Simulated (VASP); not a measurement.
# Os (Fd-3m) in VASP: notebook, part 2 of 2

VASP 6.6.1.

## (3) Relaxation of cell and atoms, PBE, target pressure 40 GPa, at which the enthalpy is minimised

Input file INCAR:

```
ALGO = Normal ; EDIFF = 1E-7
EDIFFG = -0.03 ; ENCUT = 600
GGA = PE ; GGA_COMPAT = False
IBRION = 2 ; ISIF = 3
ISMEAR = 1 ; LASPH = True
LCHARG = False ; LREAL = False
LWAVE = False ; NELM = 120
NELMIN = 4 ; NSW = 80
PREC = Accurate ; PSTRESS = 400.0
SIGMA = 0.05
```

Input file KPOINTS:

```
k-points
0
Gamma
  15 15 15
```

Input file POSCAR:

```
Os
1.0
    0.0000000000      2.6300000000      2.6300000000
    2.6300000000      0.0000000000      2.6300000000
    2.6300000000      2.6300000000      0.0000000000
Os
2
Direct
    1.0000000000      1.0000000000      1.0000000000
    0.2500000000      0.2500000000      0.2500000000
```

Potentials or basis: VASP PAW PBE potentials, release 64 (Os).

Launch:

```
$ cat potpaw_PBE.64/Os/POTCAR > POTCAR
$ mpirun -np 1 vasp_std > vasp.out
```

OUTCAR:

```text
EDIFF = 1E-7
   EDIFFG = -0.03
   ENCUT = 600
   GGA = PE
   IBRION = 2
   ISIF = 3
   ISMEAR = 1
   LASPH = True
   LREAL = False
   NELM = 120
   NELMIN = 4
   NSW = 80
   PREC = Accurate
   PSTRESS = 400.0

 ion  position               nearest neighbor table
   1  0.000  0.000  0.000-   2 2.28   2 2.28   2 2.28   2 2.28
   2  0.250  0.250  0.250-   1 2.28   1 2.28   1 2.28   1 2.28

  LATTYP: Found a face centered cubic cell.
 ALAT       =     5.2600000000

  Lattice vectors:

 A1 = (   0.0000000000,   2.6300000000,   2.6300000000)
 A2 = (   2.6300000000,   0.0000000000,   2.6300000000)
 A3 = (   2.6300000000,   2.6300000000,   0.0000000000)

Analysis of symmetry for initial positions (statically):
=====================================================================
 Subroutine PRICEL returns:
 Original cell was already a primitive cell.

 Routine SETGRP: Setting up the symmetry group for a
 face centered cubic supercell.

 Subroutine GETGRP returns: Found 48 space group operations
 (whereof 24 operations were pure point group operations)
 out of a pool of 48 trial point group operations.

The static configuration has the point symmetry T_d .
 The point group associated with its full space group is O_h .

Analysis of symmetry for dynamics (positions and initial velocities):
=====================================================================
 Subroutine PRICEL returns:
 Original cell was already a primitive cell.

 Routine SETGRP: Setting up the symmetry group for a
 face centered cubic supercell.

 Subroutine GETGRP returns: Found 48 space group operations
 (whereof 24 operations were pure point group operations)
 out of a pool of 48 trial point group operations.

The dynamic configuration has the point symmetry T_d .
 The point group associated with its full space group is O_h .

 Subroutine INISYM returns: Found 48 space group operations
 (whereof 24 operations are pure point group operations),
 and found     1 'primitive' translations

----------------------------------------------------------------------------------------

                                     Primitive cell

  volume of cell :      36.3829

  direct lattice vectors                    reciprocal lattice vectors
     0.000000000  2.630000000  2.630000000    -0.190114068  0.190114068  0.190114068
     2.630000000  0.000000000  2.630000000     0.190114068 -0.190114068  0.190114068
     2.630000000  2.630000000  0.000000000     0.190114068  0.190114068 -0.190114068

  length of vectors
     3.719381669  3.719381669  3.719381669     0.329287226  0.329287226  0.329287226

  position of ions in fractional coordinates (direct lattice)
     0.000000000  0.000000000  0.000000000
     0.250000000  0.250000000  0.250000000

  ion indices of the primitive-cell ions
   primitive index   ion index
                 1           1
                 2           2

----------------------------------------------------------------------------------------

 KPOINTS: k-points

[... 54 lines left out ...]
   ions per type =               2
   NGX,Y,Z   is equivalent  to a cutoff of  13.41, 13.41, 13.41 a.u.
   NGXF,Y,Z  is equivalent  to a cutoff of  26.82, 26.82, 26.82 a.u.
 SYSTEM =  unknown system
   PREC   = accura    normal or accurate (medium, high low for compatibility)
   ISTART =      0    job   : 0-new  1-cont  2-samecut
   ICHARG =      2    charge: 1-file 2-atom 10-const
   ISPIN  =      1    spin polarized calculation?
   LNONCOLLINEAR =      F non collinear calculations
   LSORBIT =      F    spin-orbit coupling
   LASPH  =      T    aspherical Exc in radial PAW
   ENCUT  =  600.0 eV  44.10 Ry    6.64 a.u.   7.43  7.43  7.43*2*pi/ulx,y,z
   NELM   =    120;   NELMIN=  4; NELMDL= -5     # of ELM steps
   EDIFF  = 0.1E-06   stopping-criterion for ELM
   LREAL  =      F    real-space projection
   EDIFFG = -.3E-01   stopping-criterion for IOM
   NSW    =     80    number of steps for IOM
   IBRION =      2    ionic relax: 0-MD 1-quasi-New 2-CG
   NFREE  =      1    steps in history (QN), initial steepest desc. (CG)
   ISIF   =      3    stress and relaxation
   ISYM   =      2    0-nonsym 1-usesym 2-fastsym
   POTIM  = 0.5000    time-step for ionic-motion
   TEBEG  =    0.0;   TEEND  =   0.0 temperature during run
   PSTRESS=  400.0 pullay stress
   NELECT =      16.0000    total number of electrons
   NUPDOWN=      -1.0000    fix difference up-down
   EMIN   =  10.00;   EMAX   =-10.00  energy-range for DOS
   EFERMI =   0.00;   METHOD = LEGACY
   ISMEAR =     1;   SIGMA  =   0.05  broadening in eV -4-tet -1-fermi 0-gaus
   EFERMI_NEDOS =   21; number of points for ismear=-14 and -15
   IALGO  =     38    algorithm
   IMIX   =      4    mixing-type and parameters
     AMIX     =   0.40;   BMIX     =  1.00
     AMIX_MAG =   1.60;   BMIX_MAG =  1.00
  volume/ion in A,a.u.               =      18.19       122.76
  Fermi-wavevector in a.u.,A,eV,Ry     =   1.244942  2.352599 21.087402  1.549880
  Thomas-Fermi vector in A             =   2.379186
   LORBIT       =      0    0 simple, 1 ext, 2 COOP (PROOUT), +10 PAW based schemes
   GGA     = PE    functional components
   LHFCALC =     F    Hartree Fock is set to
   AEXX    =    0.0000 exact exchange contribution
   IVDW    =     0    specifies the selected vdW correction
   LEPSILON=     F    determine dielectric tensor
   LRPA    =     F    only Hartree local field effects (RPA)
 conjugate gradient relaxation of ions
 non-spin polarized calculation
 Methfessel and Paxton  Order N= 1 SIGMA  =   0.05
  energy-cutoff  :      600.00
  volume of cell :       36.38
 maximum number of plane-waves:      1243
 NGX is ok and might be reduce to    30
   NGX = 15   NGY = 15   NGZ = 15

--------------------------------------- Ionic step        1  -------------------------------------------

 number of electron      16.0000000 magnetization

 Free energy of the ion-electron system (eV)
  ---------------------------------------------------
  ext. energy  EPLUGINS =         0.00000000
  ---------------------------------------------------
  free energy    TOTEN  =       -19.21326686 eV

  energy without entropy =      -19.21327493  energy(sigma->0) =      -19.21326955

------------------------ aborting loop because EDIFF is reached ----------------------------------------

  FORCE on cell =-STRESS in cart. coord.  units (eV):
  Direction    XX          YY          ZZ          XY          YZ          ZX
  --------------------------------------------------------------------------------------
  -------------------------------------------------------------------------------------
  Total       10.5574359     10.5574359     10.5574359      0.0000000      0.0000000     -0.0000000
  in kB      464.9131098    464.9131098    464.9131098      0.0000000      0.0000000     -0.0000000
  external PRESSURE =      64.9131098 kB  Pullay stress =     400.0000000 kB
[... 101 lines left out ...]
--------------------------------------- Ionic step        4  -------------------------------------------

 number of electron      16.0000001 magnetization

 Free energy of the ion-electron system (eV)
  ---------------------------------------------------
  ext. energy  EPLUGINS =         0.00000000
  ---------------------------------------------------
  free energy    TOTEN  =       -19.38205391 eV

  energy without entropy =      -19.38193343  energy(sigma->0) =      -19.38201375

 E-fermi :   6.0225     XC(G=0): -11.9951

 val. band max:        6.0138830137   @ k =  -0.4000   0.0667   0.0000
 cond. band min:       6.0297708354   @ k =   0.3333   0.1333   0.0667
 fundamental gap:      0.0158878217
 Fermi energy:         6.0224841553

 k-point     1 :       0.0000    0.0000    0.0000
  band No.  band energies     occupation
      1      -2.4768      2.00000
      2       0.9250      2.00000
      3       0.9250      2.00000
      4       1.9191      2.00000
      5       1.9191      2.00000
      6       1.9191      2.00000
      7       5.3785      2.00000
      8       5.3785      2.00000
      9       5.3785      2.00000
     10       9.2404      0.00000
     11       9.2404      0.00000
     12      17.7230      0.00000
[... 331 lines left out ...]
 k-point    24 :       0.2000    0.1333    0.0000
  band No.  band energies     occupation
      1      -1.6327      2.00000
      2       0.2554      2.00000
      3       1.2773      2.00000
      4       1.8612      2.00000
      5       1.9496      2.00000
      6       2.7952      2.00000
      7       3.9448      2.00000
      8       5.6060      2.00000
      9       5.6957      2.00000
     10       8.4855      0.00000
     11       9.5402      0.00000
     12      16.4305      0.00000

 [... further k-points ...]

------------------------ aborting loop because EDIFF is reached ----------------------------------------

  FORCE on cell =-STRESS in cart. coord.  units (eV):
  Direction    XX          YY          ZZ          XY          YZ          ZX
  --------------------------------------------------------------------------------------
  -------------------------------------------------------------------------------------
  Total        9.2396566      9.2396566      9.2396566      0.0000000      0.0000000      0.0000000
  in kB      399.9980754    399.9980754    399.9980754      0.0000000      0.0000000      0.0000000
  external PRESSURE =      -0.0019246 kB  Pullay stress =     400.0000000 kB
[... 21 lines left out ...]
  energy  without entropy=      -19.3819334330  energy(sigma->0) =      -19.38201375

  enthalpy is  TOTEN    =       -10.1423528466 eV   P V=        9.2397010676

 reached required accuracy - stopping structural energy minimisation
```

OSZICAR:

```text
N       E                     dE             d eps       ncg     rms          rms(c)
DAV:   1     0.120090509569E+03    0.12009E+03   -0.80625E+03  2888   0.138E+03
DAV:   2    -0.930690404171E+01   -0.12940E+03   -0.11689E+03  2936   0.410E+02
[... 35 lines left out ...]
       N       E                     dE             d eps       ncg     rms          rms(c)
DAV:   1    -0.193820863919E+02    0.65496E-02   -0.81528E-04  2972   0.240E-01    0.596E-02
DAV:   2    -0.193820565261E+02    0.29866E-04   -0.49070E-05  2996   0.735E-02    0.208E-02
DAV:   3    -0.193820534035E+02    0.31226E-05   -0.19591E-05  4220   0.410E-02    0.343E-03
DAV:   4    -0.193820537227E+02   -0.31923E-06   -0.70499E-07  3064   0.590E-03    0.901E-04
DAV:   5    -0.193820538885E+02   -0.16585E-06   -0.11736E-07  1796   0.415E-03    0.156E-03
DAV:   6    -0.193820539142E+02   -0.25634E-07   -0.48847E-08  1472   0.186E-03
   4 F= -.10142353E+02 E0= -.10142313E+02  d E =-.124486E-01
```

CONTCAR:

```text
Os
   1.00000000000000
     0.0000000000000000    2.6450030187607028    2.6450030187607028
     2.6450030187607028    0.0000000000000000    2.6450030187607028
     2.6450030187607028    2.6450030187607028   -0.0000000000000000
  Os
     2
Direct
     0.0000000000000000    1.0000000000000000    0.0000000000000000
     0.2500000000000000    0.2500000000000000    0.2500000000000000

  0.00000000E+00  0.00000000E+00  0.00000000E+00
  0.00000000E+00  0.00000000E+00  0.00000000E+00
```

It took 78 s on 1 thread of Intel Xeon 6975P-C (Granite Rapids), shared host; peak memory 0.22 GiB.

What came out:

```yaml
Free_energy: -19.3821 eV
Relaxed_volume: 18.50 Å³/atom
Relaxed_cell: a = 3.741 Å, b = 3.741 Å, c = 3.741 Å, α = 60.00°, β = 60.00°, γ = 60.00°
Space_group_after_relaxing_to_0.1_Å: Fd-3m (No. 227)
Energy_change_on_relaxing_the_run_minimises_the_enthalpy: -84.4 meV/atom
Ionic_steps: 4
Pressure_after_relaxing: 40.0 GPa
Band_gap_on_the_k_mesh: zero (bands 8 and 9 overlap by 1.25 eV)
```

Step by step:
```
step  energy change (eV)  largest force (eV/Å)  pressure (GPa)  volume (Å³)
   1              0.0000                0.0000           46.49        36.38
   2             -0.7043                0.0000           12.56        40.40
   3             -0.1754                0.0000           39.73        37.04
   4             -0.1688                0.0000           40.00        37.01
```

Final structure:
```xyz
2
Lattice="0.0000 2.6450 2.6450 2.6450 0.0000 2.6450 2.6450 2.6450 0.0000" Properties=species:S:1:pos:R:3 pbc="T T T"
Os    2.6450    0.0000    2.6450
Os    1.3225    1.3225    1.3225
```

Levels at points of the mesh, in eV from the Fermi level:
| k point | band 5 | band 6 | band 7 | band 8 | band 9 | band 10 | band 11 | band 12 |
| --- | --- | --- | --- | --- | --- | --- | --- | --- |
| (0.00, 0.00, 0.00) | -4.10 | -4.10 | -0.64 | -0.64 | -0.64 | 3.22 | 3.22 | 11.70 |

Caveat: the cell is relaxed towards a set pressure, so the run minimises the enthalpy, not the energy; spin-orbit coupling is left out, which moves the levels of the heavy elements.

## (4) Relaxation of cell and atoms, PBE, target pressure 60 GPa, at which the enthalpy is minimised

Input file INCAR:

```
PREC = Accurate
ENCUT = 600
EDIFF = 1E-7
ISMEAR = 1
SIGMA = 0.05
LREAL = False
LASPH = True
NELM = 120
ALGO = Normal
ISIF = 3
LWAVE = False
LCHARG = False
GGA = PE
IBRION = 2
NSW = 80
EDIFFG = -0.03
PSTRESS = 600.0
GGA_COMPAT = False
NELMIN = 4
```

Input file KPOINTS:

```
regular mesh
0
Gamma
  15 15 15
```

POSCAR is that of step 3.

Potentials or basis: VASP PAW PBE potentials, release 64 (Os).

Launch:

```
$ cat potpaw_PBE.64/Os/POTCAR > POTCAR
$ mpirun -np 1 vasp_std > vasp.out
```

OUTCAR:

```text
PREC = Accurate
   ENCUT = 600
   EDIFF = 1E-7
   ISMEAR = 1
   LREAL = False
   LASPH = True
   NELM = 120
   ISIF = 3
   GGA = PE
   IBRION = 2
   NSW = 80
   EDIFFG = -0.03
   PSTRESS = 600.0
   NELMIN = 4

 ion  position               nearest neighbor table
   1  0.000  0.000  0.000-   2 2.28   2 2.28   2 2.28   2 2.28
   2  0.250  0.250  0.250-   1 2.28   1 2.28   1 2.28   1 2.28

  LATTYP: Found a face centered cubic cell.
 ALAT       =     5.2600000000

  Lattice vectors:

 A1 = (   0.0000000000,   2.6300000000,   2.6300000000)
 A2 = (   2.6300000000,   0.0000000000,   2.6300000000)
 A3 = (   2.6300000000,   2.6300000000,   0.0000000000)

Analysis of symmetry for initial positions (statically):
=====================================================================
 Subroutine PRICEL returns:
 Original cell was already a primitive cell.

 Routine SETGRP: Setting up the symmetry group for a
 face centered cubic supercell.

 Subroutine GETGRP returns: Found 48 space group operations
 (whereof 24 operations were pure point group operations)
 out of a pool of 48 trial point group operations.

The static configuration has the point symmetry T_d .
 The point group associated with its full space group is O_h .

Analysis of symmetry for dynamics (positions and initial velocities):
=====================================================================
 Subroutine PRICEL returns:
[... 273 lines left out ...]

 number of electron      15.9999999 magnetization

 Free energy of the ion-electron system (eV)
  ---------------------------------------------------
  ext. energy  EPLUGINS =         0.00000000
  ---------------------------------------------------
  free energy    TOTEN  =       -18.83670008 eV

  energy without entropy =      -18.83691356  energy(sigma->0) =      -18.83677124

 E-fermi :   6.6201     XC(G=0): -12.2581

 val. band max:        6.5782120068   @ k =  -0.2000   0.1333   0.0000
 cond. band min:       6.6206254591   @ k =   0.3333   0.1333   0.0667
 fundamental gap:      0.0424134523
 Fermi energy:         6.6200982506

 k-point     1 :       0.0000    0.0000    0.0000
  band No.  band energies     occupation
      1      -2.2106      2.00000
      2       1.1678      2.00000
      3       1.1678      2.00000
      4       2.3221      2.00000
      5       2.3221      2.00000
      6       2.3221      2.00000
      7       5.9456      2.00000
      8       5.9456      2.00000
      9       5.9456      2.00000
     10      10.1004      0.00000
     11      10.1004      0.00000
     12      18.4241      0.00000
[... 331 lines left out ...]
 k-point    24 :       0.2000    0.1333    0.0000
  band No.  band energies     occupation
      1      -1.3197      2.00000
      2       0.4631      2.00000
      3       1.5456      2.00000
      4       2.2526      2.00000
      5       2.3425      2.00000
      6       3.2565      2.00000
      7       4.4047      2.00000
      8       6.1714      2.00000
      9       6.2705      2.00000
     10       9.2719      0.00000
     11      10.4196      0.00000
     12      17.1639      0.00000

 [... further k-points ...]

------------------------ aborting loop because EDIFF is reached ----------------------------------------

  FORCE on cell =-STRESS in cart. coord.  units (eV):
  Direction    XX          YY          ZZ          XY          YZ          ZX
  --------------------------------------------------------------------------------------
  -------------------------------------------------------------------------------------
  Total       13.1456233     13.1456233     13.1456233     -0.0000000      0.0000000      0.0000000
  in kB      597.6057868    597.6057868    597.6057868     -0.0000000      0.0000000      0.0000000
  external PRESSURE =      -2.3942132 kB  Pullay stress =     600.0000000 kB
[... 21 lines left out ...]
  energy  without entropy=      -18.8369135570  energy(sigma->0) =      -18.83677124

  enthalpy is  TOTEN    =        -5.6384109611 eV   P V=       13.1982891224

 reached required accuracy - stopping structural energy minimisation
```

OSZICAR:

```text
N       E                     dE             d eps       ncg     rms          rms(c)
DAV:   1     0.120090509569E+03    0.12009E+03   -0.80625E+03  2888   0.138E+03
DAV:   2    -0.930690404171E+01   -0.12940E+03   -0.11689E+03  2936   0.410E+02
[... 36 lines left out ...]
       N       E                     dE             d eps       ncg     rms          rms(c)
DAV:   1    -0.188371710861E+02    0.35346E-01   -0.11684E-02  2952   0.916E-01    0.237E-01
DAV:   2    -0.188367523645E+02    0.41872E-03   -0.65663E-04  2996   0.278E-01    0.847E-02
DAV:   3    -0.188366956461E+02    0.56718E-04   -0.27990E-04  4216   0.157E-01    0.134E-02
DAV:   4    -0.188366988663E+02   -0.32202E-05   -0.98036E-06  3056   0.223E-02    0.348E-03
DAV:   5    -0.188367000299E+02   -0.11636E-05   -0.20553E-06  4364   0.154E-02    0.447E-03
DAV:   6    -0.188367000835E+02   -0.53697E-07   -0.22301E-07  2948   0.337E-03
   4 F= -.56384110E+01 E0= -.56384821E+01  d E =-.501880E-01
```

Wall time 89 s (1 thread of Intel Xeon 6975P-C (Granite Rapids), shared host); peak memory 0.22 GiB.

What came out:

```
Free energy                                                : -18.8367 eV
Relaxed volume                                             : 17.62 Å³/atom
Relaxed cell                                               : a = 3.680 Å, b = 3.680 Å, c = 3.680 Å, α = 60.00°, β = 60.00°, γ = 60.00°
Space group after relaxing (to 0.1 Å)                      : Fd-3m (No. 227)
Energy change on relaxing (the run minimises the enthalpy) : +188.3 meV/atom
Ionic steps                                                : 4
Pressure after relaxing                                    : 59.8 GPa
Band gap on the k mesh                                     : zero (bands 8 and 9 overlap by 1.31 eV)
```

The path:
```tsv
step	energy change (eV)	largest force (eV/Å)	pressure (GPa)	volume (Å³)
1	0.0000	0.0000	46.49	36.38
2	4.8727	0.0000	184.46	28.89
3	0.3407	0.0000	58.54	35.34
4	0.3766	0.0000	59.76	35.24
```

Final structure:
```xyz
2
Lattice="0.0000 2.6022 2.6022 2.6022 0.0000 2.6022 2.6022 2.6022 0.0000" Properties=species:S:1:pos:R:3 pbc="T T T"
Os    2.6023    0.0000    2.6023
Os    1.3011    1.3011    1.3011
```

Caveat: the cell is relaxed towards a set pressure, so the run minimises the enthalpy, not the energy; spin-orbit coupling is left out, which moves the levels of the heavy elements.

## (5) Overview

```csv
cell,gap on the mesh (eV),pressure (GPa)
relaxed to 20 GPa,none,20.1
relaxed to 40 GPa,none,40.0
relaxed to 60 GPa,none,59.8
```

Alike in all rows: task relaxation of cell and atoms; level PBE; potentials or basis VASP PAW PBE potentials, release 64 (Os); no spin polarisation; k mesh 15 × 15 × 15; cutoff (eV) 600; smearing methfessel-paxton 0.05 eV.

Caveats: the cell is relaxed towards a set pressure, so the run minimises the enthalpy, not the energy; spin-orbit coupling is left out, which moves the levels of the heavy elements.

Absolute energies hang on the potentials; compare differences alone.
